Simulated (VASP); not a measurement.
# Ni (Pm-3m) in VASP: notebook

Ni is run at these levels: PBE; tasks: single point.

Everything below comes from runs of VASP 6.6.1. Logs are shortened: lines on timing, memory, paths and dates and some standing lists are left out, and cuts for length are marked.

### 1 The cell of the first run

It takes space group Pm-3m (No. 221, cubic). The conventional cell has a = 2.263 Å, b = 2.263 Å, c = 2.263 Å, α = 90.00°, β = 90.00°, γ = 90.00°. Ni (site symmetry m-3m) has 6 Ni at 2.26 Å within 3.0 Å.

### 2 Single point, PBE (volume scaled by 0.92)

Contents of INCAR:

```
ALGO     = Normal         # electronic algorithm
EDIFF    = 1E-6           # SCF threshold, eV
ENCUT    = 600            # plane-wave cutoff, eV
GGA      = PE             # functional
GGA_COMPAT= False        
ISIF     = 2              # what is computed and relaxed
ISMEAR   = -1             # smearing method
LASPH    = True           # aspherical terms in the spheres
LCHARG   = False          # write CHGCAR
LREAL    = False          # projectors in reciprocal space
LWAVE    = False          # write WAVECAR
NBANDS   = 11             # bands
NELM     = 120            # most SCF steps
PREC     = Accurate       # precision mode
SIGMA    = 0.1            # smearing width, eV
```

Contents of KPOINTS:

```
k-points
0
Gamma
  15 15 15
```

Contents of POSCAR:

```
Ni
1.0
    2.2627502759      0.0000000000      0.0000000000
    0.0000000000      2.2627502759      0.0000000000
    0.0000000000      0.0000000000      2.2627502759
Ni
1
Direct
    0.0000000000      0.0000000000      0.0000000000
```

Potentials or basis: VASP PAW PBE potentials, release 64 (Ni).

The run is started by

```sh
$ cat potpaw_PBE.64/Ni/POTCAR > POTCAR
$ mpirun -np 1 vasp_std > vasp.out
```

OUTCAR:

```text
EDIFF = 1E-6
   ENCUT = 600
   GGA = PE
   ISIF = 2
   ISMEAR = -1
   LASPH = True
   LREAL = False
   NELM = 120
   PREC = Accurate

 ion  position               nearest neighbor table
   1  0.000  0.000  0.000-

  LATTYP: Found a simple cubic cell.
 ALAT       =     2.2627502759

  Lattice vectors:

 A1 = (   2.2627502759,   0.0000000000,   0.0000000000)
 A2 = (   0.0000000000,   2.2627502759,   0.0000000000)
 A3 = (   0.0000000000,   0.0000000000,   2.2627502759)

Analysis of symmetry for initial positions (statically):
=====================================================================
 Subroutine PRICEL returns:
 Original cell was already a primitive cell.

 Routine SETGRP: Setting up the symmetry group for a
 simple cubic supercell.

 Subroutine GETGRP returns: Found 48 space group operations
 (whereof 48 operations were pure point group operations)
 out of a pool of 48 trial point group operations.

The static configuration has the point symmetry O_h .

Analysis of symmetry for dynamics (positions and initial velocities):
=====================================================================
 Subroutine PRICEL returns:
 Original cell was already a primitive cell.

 Routine SETGRP: Setting up the symmetry group for a
 simple cubic supercell.

 Subroutine GETGRP returns: Found 48 space group operations
 (whereof 48 operations were pure point group operations)
 out of a pool of 48 trial point group operations.

The dynamic configuration has the point symmetry O_h .

 Subroutine INISYM returns: Found 48 space group operations
 (whereof 48 operations are pure point group operations),
 and found     1 'primitive' translations

----------------------------------------------------------------------------------------

                                     Primitive cell

  volume of cell :      11.5854

  direct lattice vectors                    reciprocal lattice vectors
     2.262750276  0.000000000  0.000000000     0.441940063  0.000000000  0.000000000
     0.000000000  2.262750276  0.000000000     0.000000000  0.441940063  0.000000000
     0.000000000  0.000000000  2.262750276     0.000000000  0.000000000  0.441940063

  length of vectors
     2.262750276  2.262750276  2.262750276     0.441940063  0.441940063  0.441940063

  position of ions in fractional coordinates (direct lattice)
     0.000000000  0.000000000  0.000000000

  ion indices of the primitive-cell ions
   primitive index   ion index
                 1           1

----------------------------------------------------------------------------------------

 KPOINTS: k-points

Automatic generation of k-mesh.
 Grid dimensions read from file:
 generate k-points for:   15   15   15

 Generating k-lattice:

  Cartesian coordinates                     Fractional coordinates (reciprocal lattice)
     0.029462671  0.000000000  0.000000000     0.066666667  0.000000000  0.000000000
     0.000000000  0.029462671  0.000000000     0.000000000  0.066666667  0.000000000
     0.000000000  0.000000000  0.029462671     0.000000000  0.000000000  0.066666667

  Length of vectors
     0.029462671  0.029462671  0.029462671

  Shift w.r.t. Gamma in fractional coordinates (k-lattice)
     0.000000000  0.000000000  0.000000000

 Subroutine IBZKPT returns following result:
 ===========================================

 Found    120 irreducible k-points:

 Following reciprocal coordinates:
            Coordinates               Weight
  0.000000  0.000000  0.000000      1.000000
  0.066667  0.000000  0.000000      6.000000
  0.133333  0.000000  0.000000      6.000000
  0.200000  0.000000  0.000000      6.000000
  0.266667  0.000000  0.000000      6.000000
  0.333333  0.000000  0.000000      6.000000
[... 16 lines left out ...]
  0.266667  0.200000  0.000000     24.000000
  0.333333  0.200000  0.000000     24.000000
 [... further k-points ...]
   k-points           NKPTS =    120   k-points in BZ     NKDIM =    120   number of bands    NBANDS=     11
   number of dos      NEDOS =    301   number of ions     NIONS =      1
   total plane-waves  NPLWV =   5832
   dimension x,y,z NGX =    18 NGY =   18 NGZ =   18
   dimension x,y,z NGXF=    36 NGYF=   36 NGZF=   36
   ions per type =               1
   NGX,Y,Z   is equivalent  to a cutoff of  13.22, 13.22, 13.22 a.u.
   NGXF,Y,Z  is equivalent  to a cutoff of  26.45, 26.45, 26.45 a.u.
 SYSTEM =  unknown system
   PREC   = accura    normal or accurate (medium, high low for compatibility)
   ISTART =      0    job   : 0-new  1-cont  2-samecut
   ICHARG =      2    charge: 1-file 2-atom 10-const
   ISPIN  =      1    spin polarized calculation?
   LNONCOLLINEAR =      F non collinear calculations
   LSORBIT =      F    spin-orbit coupling
   LASPH  =      T    aspherical Exc in radial PAW
   ENCUT  =  600.0 eV  44.10 Ry    6.64 a.u.   4.52  4.52  4.52*2*pi/ulx,y,z
   NELM   =    120;   NELMIN=  2; NELMDL= -5     # of ELM steps
   EDIFF  = 0.1E-05   stopping-criterion for ELM
   LREAL  =      F    real-space projection
   EDIFFG = 0.1E-04   stopping-criterion for IOM
   NSW    =      0    number of steps for IOM
   IBRION =     -1    ionic relax: 0-MD 1-quasi-New 2-CG
   NFREE  =      0    steps in history (QN), initial steepest desc. (CG)
   ISIF   =      2    stress and relaxation
   ISYM   =      2    0-nonsym 1-usesym 2-fastsym
   POTIM  = 0.5000    time-step for ionic-motion
   TEBEG  =    0.0;   TEEND  =   0.0 temperature during run
   PSTRESS=    0.0 pullay stress
   NELECT =      10.0000    total number of electrons
   NUPDOWN=      -1.0000    fix difference up-down
   EMIN   =  10.00;   EMAX   =-10.00  energy-range for DOS
   EFERMI =   0.00;   METHOD = LEGACY
   ISMEAR =    -1;   SIGMA  =   0.10  broadening in eV -4-tet -1-fermi 0-gaus
   EFERMI_NEDOS =   21; number of points for ismear=-14 and -15
   IALGO  =     38    algorithm
   IMIX   =      4    mixing-type and parameters
     AMIX     =   0.40;   BMIX     =  1.00
     AMIX_MAG =   1.60;   BMIX_MAG =  1.00
  volume/ion in A,a.u.               =      11.59        78.18
  Fermi-wavevector in a.u.,A,eV,Ry     =   1.558732  2.945577 33.057346  2.429646
  Thomas-Fermi vector in A             =   2.662194
   LORBIT       =      0    0 simple, 1 ext, 2 COOP (PROOUT), +10 PAW based schemes
   GGA     = PE    functional components
   LHFCALC =     F    Hartree Fock is set to
   AEXX    =    0.0000 exact exchange contribution
   IVDW    =     0    specifies the selected vdW correction
   LEPSILON=     F    determine dielectric tensor
   LRPA    =     F    only Hartree local field effects (RPA)
 non-spin polarized calculation
  energy-cutoff  :      600.00
  volume of cell :       11.59
 maximum number of plane-waves:       400
 NGX is ok and might be reduce to    18
   NGX =  9   NGY =  9   NGZ =  9

 number of electron      10.0000000 magnetization

 number of electron       9.9999995 magnetization

 Free energy of the ion-electron system (eV)
  ---------------------------------------------------
  ext. energy  EPLUGINS =         0.00000000
  ---------------------------------------------------
  free energy    TOTEN  =        -4.75687246 eV

  energy without entropy =       -4.68697766  energy(sigma->0) =       -4.72192506

 E-fermi :   8.4896     XC(G=0): -12.7848

 val. band max:        8.4847711538   @ k =   0.2000   0.0667   0.0667
 cond. band min:       8.4942071565   @ k =   0.0667   0.0667   0.0000
 fundamental gap:      0.0094360027
 Fermi energy:         8.4896111683

 k-point     1 :       0.0000    0.0000    0.0000
  band No.  band energies     occupation
      1       0.0330      2.00000
      2       4.8085      2.00000
      3       4.8085      2.00000
      4       8.5558      0.68074
      5       8.5558      0.68074
      6       8.5558      0.68073
      7      29.0316      0.00000
      8      29.0316      0.00000
      9      29.0316      0.00000
     10      33.0551      0.00000
     11      33.0551      0.00000

 k-point     2 :       0.0667    0.0000    0.0000
  band No.  band energies     occupation
      1       0.1729      2.00000
      2       4.8291      2.00000
      3       4.8746      2.00000
      4       8.4992      0.95212
      5       8.4992      0.95212
      6       8.5603      0.66064
      7      27.2304      0.00000
      8      29.2237      0.00000
      9      29.2237      0.00000
     10      33.0760      0.00000
     11      34.3256      0.00000

 k-point     3 :       0.1333    0.0000    0.0000
  band No.  band energies     occupation
      1       0.5844      2.00000
      2       4.8877      2.00000
      3       5.0667      2.00000
      4       8.3420      1.62787
      5       8.3420      1.62787
      6       8.5731      0.60538
      7      24.3108      0.00000
      8      29.7878      0.00000
      9      29.7878      0.00000
     10      33.1391      0.00000
     11      35.3706      0.00000

 k-point     4 :       0.2000    0.0000    0.0000
  band No.  band energies     occupation
      1       1.2407      2.00000
      2       4.9748      2.00000
      3       5.3679      2.00000
      4       8.1175      1.95271
      5       8.1175      1.95271
      6       8.5919      0.52886
      7      21.3962      0.00000
      8      30.6918      0.00000
      9      30.6918      0.00000
     10      33.2434      0.00000
     11      35.7965      0.00000
[... 239 lines left out ...]
 k-point    22 :       0.2000    0.2000    0.0000
  band No.  band energies     occupation
      1       2.3593      2.00000
      2       5.3014      2.00000
      3       5.7932      2.00000
      4       7.7190      1.99910
      5       8.1238      1.94974
      6       8.2231      1.86982
      7      21.7287      0.00000
      8      23.5843      0.00000
      9      32.2991      0.00000
     10      34.8707      0.00000
     11      38.8853      0.00000

 k-point    23 :       0.2667    0.2000    0.0000
  band No.  band energies     occupation
      1       3.1017      2.00000
      2       5.4124      2.00000
      3       6.1333      2.00000
      4       7.6335      1.99962
      5       7.9260      1.99289
      6       8.2161      1.87814
      7      19.5536      0.00000
      8      23.9039      0.00000
      9      33.4664      0.00000
     10      35.1988      0.00000
     11      36.4061      0.00000

 k-point    24 :       0.3333    0.2000    0.0000
  band No.  band energies     occupation
      1       3.8747      2.00000
      2       5.4881      2.00000
      3       6.3200      2.00000
      4       7.7112      1.99917
      5       7.9436      1.99153
      6       8.2425      1.84419
      7      17.1036      0.00000
      8      24.9409      0.00000
      9      33.9348      0.00000
     10      34.8850      0.00000
     11      35.6856      0.00000

 [... further k-points ...]
[... 5 lines left out ...]
  --------------------------------------------------------------------------------------
  -------------------------------------------------------------------------------------
  Total        1.0393772      1.0393772      1.0393772      0.0000000     -0.0000000      0.0000000
  in kB      143.7387602    143.7387602    143.7387602      0.0000000     -0.0000000      0.0000000
  external PRESSURE =     143.7387602 kB  Pullay stress =       0.0000000 kB

 VOLUME and BASIS-vectors are now :
 -----------------------------------------------------------------------------
  energy-cutoff  :      600.00
  volume of cell :       11.59
      direct lattice vectors                 reciprocal lattice vectors
     2.262750276  0.000000000  0.000000000     0.441940063  0.000000000  0.000000000
     0.000000000  2.262750276  0.000000000     0.000000000  0.441940063  0.000000000
     0.000000000  0.000000000  2.262750276     0.000000000  0.000000000  0.441940063

 POSITION                                       TOTAL-FORCE (eV/Angst)
 -----------------------------------------------------------------------------------
      0.00000      0.00000      0.00000         0.000000      0.000000      0.000000
 -----------------------------------------------------------------------------------
    total drift:                               -0.000000      0.000000      0.000000

  FREE ENERGIE OF THE ION-ELECTRON SYSTEM (eV)
  ---------------------------------------------------
  free  energy   TOTEN  =        -4.7568724644 eV

  energy  without entropy=       -4.6869776610  energy(sigma->0) =       -4.72192506
```

It took 10 s on 1 thread of Intel Xeon Platinum 8259CL at 2.50GHz (Skylake/Cascade Lake), shared host; peak memory 0.13 GiB.

Results:

```
Free energy            : -4.7569 eV
Pressure               : 14.4 GPa
Band gap on the k mesh : zero (band 5 reaches 9.34 eV, above the bottom of band 6 at 8.03 eV)
```

Caveat: the cell differs from its parent crystal (volume scaled by 0.92); the run has no spin polarisation, though such a crystal can be magnetic.

### 3 Single point, PBE

This run uses another cell than the first one, of 12.59 Å³/atom, 1.087 times its volume.

Contents of INCAR:

```
  PREC = Accurate
  ENCUT = 600
  EDIFF = 1E-6
  ISMEAR = -1
  SIGMA = 0.1
  LREAL = F
  LASPH = T
  NELM = 120
  ALGO = Normal
  ISIF = 2
  LWAVE = F
  LCHARG = F
  GGA = PE
  NBANDS = 11
  GGA_COMPAT = F
```

Contents of KPOINTS:

```
Automatic mesh
0
Gamma
  15 15 15
```

Contents of POSCAR:

```
Ni
1.0
    2.3265230022      0.0000000000      0.0000000000
    0.0000000000      2.3265230022      0.0000000000
    0.0000000000      0.0000000000      2.3265230022
Ni
1
Direct
    0.0000000000      0.0000000000      0.0000000000
```

Potentials or basis: VASP PAW PBE potentials, release 64 (Ni).

The run is started by

```sh
$ cat potpaw_PBE.64/Ni/POTCAR > POTCAR
$ mpirun -np 1 vasp_std > vasp.out
```

Run time: 13 s. Hardware: 1 thread of Intel Xeon Platinum 8259CL at 2.50GHz (Skylake/Cascade Lake), shared host; peak memory 0.13 GiB.

It converged, with:

* Free energy: -4.7981 eV
* Pressure: -0.2 GPa
* Band gap on the k mesh: zero (band 5 reaches 8.14 eV, above the bottom of band 6 at 6.98 eV)

Levels at points of the mesh, in eV from the Fermi level:
```
           k point  band 2  band 3  band 4  band 5  band 6  band 7  band 8  band 9
(0.00, 0.00, 0.00)   -3.28   -3.28    0.05    0.05    0.05   19.53   19.53   19.53
```

Caveat: the run has no spin polarisation, though such a crystal can be magnetic. Spin polarisation is off, so any magnetic state and its effect on volume and gap are missing.
